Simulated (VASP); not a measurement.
# K2Nb2O (P6/mmm) in VASP: a series of runs, part 2 of 2

VASP 6.6.1. The steps go on from the part before.

## 3. Single point, PBE

This run uses another cell than the first one, of 32.58 Å³/atom, 1.156 times its volume.

Contents of INCAR:

```
  ALGO = Normal
  EDIFF = 1E-6
  ENCUT = 520
  GGA = PE
  ISIF = 2
  ISMEAR = 0
  LASPH = True
  LCHARG = False
  LREAL = False
  LWAVE = False
  NBANDS = 33
  NELM = 100
  PREC = Accurate
  SIGMA = 0.1
```

Contents of KPOINTS:

```
k-points
0
Gamma
  6 6 2
```

Contents of POSCAR:

```
K2Nb2O
1.0
    4.2979909044      0.0000000027      0.0000000000
   -2.1489954546      3.7221693070      0.0000000000
    0.0000000000      0.0000000000     10.1824534788
K Nb O
2 2 1
Direct
    0.0000000000      0.0000000000      0.7240010375
    0.0000000000      0.0000000000      0.2759989625
    0.3333333333      0.6666666667      0.0000000000
    0.6666666667      0.3333333333      0.0000000000
    0.0000000000      0.0000000000      0.0000000000
```

Potentials or basis: VASP PAW PBE potentials, release 64 (K_sv, Nb_sv, O).

Launch:

```
> cat potpaw_PBE.64/K_sv/POTCAR potpaw_PBE.64/Nb_sv/POTCAR potpaw_PBE.64/O/POTCAR > POTCAR
> mpirun -np 1 vasp_std > vasp.out
```

OUTCAR:

```text
EDIFF = 1E-6
   ENCUT = 520
   GGA = PE
   ISIF = 2
   ISMEAR = 0
   LASPH = True
   LREAL = False
   NELM = 100
   PREC = Accurate

 ion  position               nearest neighbor table
   1  0.000  0.000  0.724-   5 2.81
   2  0.000  0.000  0.276-   5 2.81
   3  0.333  0.667  0.000-   4 2.48   4 2.48   5 2.48   5 2.48   5 2.48   4 2.48
   4  0.667  0.333  0.000-   3 2.48   3 2.48   5 2.48   5 2.48   5 2.48   3 2.48
   5  0.000  0.000  0.000-   3 2.48   4 2.48   3 2.48   4 2.48   4 2.48   3 2.48   1 2.81   2 2.81

  LATTYP: Found a hexagonal cell.
 ALAT       =     4.2979909044
 C/A-ratio  =     2.3691193642

  Lattice vectors:

 A1 = (   4.2979909044,   0.0000000027,   0.0000000000)
 A2 = (  -2.1489954546,   3.7221693070,   0.0000000000)
 A3 = (   0.0000000000,   0.0000000000,  10.1824534788)

Analysis of symmetry for initial positions (statically):
=====================================================================
 Subroutine PRICEL returns:
 Original cell was already a primitive cell.

 Routine SETGRP: Setting up the symmetry group for a
 hexagonal supercell.

 Subroutine GETGRP returns: Found 24 space group operations
 (whereof 24 operations were pure point group operations)
 out of a pool of 24 trial point group operations.

The static configuration has the point symmetry D_6h.

Analysis of symmetry for dynamics (positions and initial velocities):
=====================================================================
 Subroutine PRICEL returns:
 Original cell was already a primitive cell.

 Routine SETGRP: Setting up the symmetry group for a
 hexagonal supercell.

 Subroutine GETGRP returns: Found 24 space group operations
[... 112 lines left out ...]
   EFERMI =   0.00;   METHOD = LEGACY
   ISMEAR =     0;   SIGMA  =   0.10  broadening in eV -4-tet -1-fermi 0-gaus
   EFERMI_NEDOS =   21; number of points for ismear=-14 and -15
   IALGO  =     38    algorithm
   IMIX   =      4    mixing-type and parameters
     AMIX     =   0.40;   BMIX     =  1.00
     AMIX_MAG =   1.60;   BMIX_MAG =  1.00
  volume/ion in A,a.u.               =      32.58       219.86
  Fermi-wavevector in a.u.,A,eV,Ry     =   1.104316  2.086855 16.592502  1.219514
  Thomas-Fermi vector in A             =   2.240787
   LORBIT       =      0    0 simple, 1 ext, 2 COOP (PROOUT), +10 PAW based schemes
   GGA     = PE    functional components
   LHFCALC =     F    Hartree Fock is set to
   AEXX    =    0.0000 exact exchange contribution
   IVDW    =     0    specifies the selected vdW correction
   LEPSILON=     F    determine dielectric tensor
   LRPA    =     F    only Hartree local field effects (RPA)
 non-spin polarized calculation
 Gauss-broadening in eV      SIGMA  =   0.10
  energy-cutoff  :      520.00
  volume of cell :      162.90
 maximum number of plane-waves:      4410
 NGX is ok and might be reduce to    32
   NGX = 15   NGY = 15   NGZ = 37

 number of electron      50.0000001 magnetization

 Free energy of the ion-electron system (eV)
  ---------------------------------------------------
  ext. energy  EPLUGINS =         0.00000000
  ---------------------------------------------------
  free energy    TOTEN  =       -25.24352369 eV

  energy without entropy =      -25.20954459  energy(sigma->0) =      -25.22653414

 E-fermi :   2.6647     XC(G=0):  -7.7624

 val. band max:        2.6426185888   @ k =   0.3333   0.3333   0.5000
 cond. band min:       2.6819401022   @ k =   0.5000  -0.0000   0.5000
 fundamental gap:      0.0393215135
 Fermi energy:         2.6647471593

 k-point     1 :       0.0000    0.0000    0.0000
  band No.  band energies     occupation
      1     -52.1102      2.00000
      2     -51.4104      2.00000
      3     -28.9387      2.00000
      4     -28.9387      2.00000
      5     -28.4840      2.00000
      6     -28.4804      2.00000
[... 493 lines left out ...]
     32       6.7787      0.00000
     33       6.7996      0.00000

------------------------ aborting loop because EDIFF is reached ----------------------------------------

  FORCE on cell =-STRESS in cart. coord.  units (eV):
  Direction    XX          YY          ZZ          XY          YZ          ZX
  --------------------------------------------------------------------------------------
  -------------------------------------------------------------------------------------
  Total       -0.1647163     -0.1647163      0.2728782      0.0000000      0.0000000      0.0000000
  in kB       -1.6200678     -1.6200678      2.6838943      0.0000000      0.0000000      0.0000000
  external PRESSURE =      -0.1854137 kB  Pullay stress =       0.0000000 kB

 VOLUME and BASIS-vectors are now :
 -----------------------------------------------------------------------------
  energy-cutoff  :      520.00
  volume of cell :      162.90
      direct lattice vectors                 reciprocal lattice vectors
     4.297990904  0.000000003  0.000000000     0.232666849  0.134330268  0.000000000
    -2.148995455  3.722169307  0.000000000    -0.000000000  0.268660536  0.000000000
     0.000000000  0.000000000 10.182453479     0.000000000  0.000000000  0.098208158

 POSITION                                       TOTAL-FORCE (eV/Angst)
 -----------------------------------------------------------------------------------
      0.00000      0.00000      7.37211         0.000000      0.000000     -0.020385
      0.00000      0.00000      2.81035         0.000000      0.000000      0.020385
     -0.00000      2.48145      0.00000        -0.000000      0.000000      0.000000
      2.14900      1.24072      0.00000         0.000000     -0.000000      0.000000
      0.00000      0.00000      0.00000         0.000000      0.000000      0.000000
 -----------------------------------------------------------------------------------
    total drift:                               -0.000000      0.000000     -0.000000

  FREE ENERGIE OF THE ION-ELECTRON SYSTEM (eV)
  ---------------------------------------------------
  free  energy   TOTEN  =       -25.2435236863 eV

  energy  without entropy=      -25.2095445921  energy(sigma->0) =      -25.22653414
```

Run time: 81 s. Hardware: 1 thread of Intel Xeon Platinum 8259CL at 2.50GHz (Skylake/Cascade Lake), shared host; peak memory 0.3 GiB.

Results:

```
Free energy            : -25.2435 eV
Pressure               : 0.0 GPa
Largest force          : 0.020 eV/Å
Band gap on the k mesh : zero (band 25 reaches 2.77 eV, above the bottom of band 26 at 2.34 eV)
```

Forces in eV/Å, atoms in the order of the input:
```
K    0.000  0.000 -0.020
K    0.000  0.000  0.020
Nb   0.000  0.000  0.000
Nb   0.000  0.000  0.000
O    0.000  0.000  0.000
```

Levels at points of the mesh, in eV from the Fermi level:
| k point | band 22 | band 23 | band 24 | band 25 | band 26 | band 27 | band 28 | band 29 |
| --- | --- | --- | --- | --- | --- | --- | --- | --- |
| (0.00, 0.00, 0.00) | -0.93 | -0.93 | -0.52 | -0.35 | -0.31 | 0.85 | 0.85 | 2.41 |
| (0.50, 0.00, 0.00) | -1.59 | -0.57 | -0.17 | 0.04 | 0.19 | 0.32 | 1.40 | 1.59 |
| (0.00, 0.00, 0.50) | -1.29 | -0.93 | -0.93 | -0.52 | 0.85 | 0.85 | 1.19 | 2.09 |
| (0.50, 0.00, 0.50) | -1.59 | -0.56 | -0.17 | 0.02 | 0.30 | 0.32 | 1.40 | 1.55 |
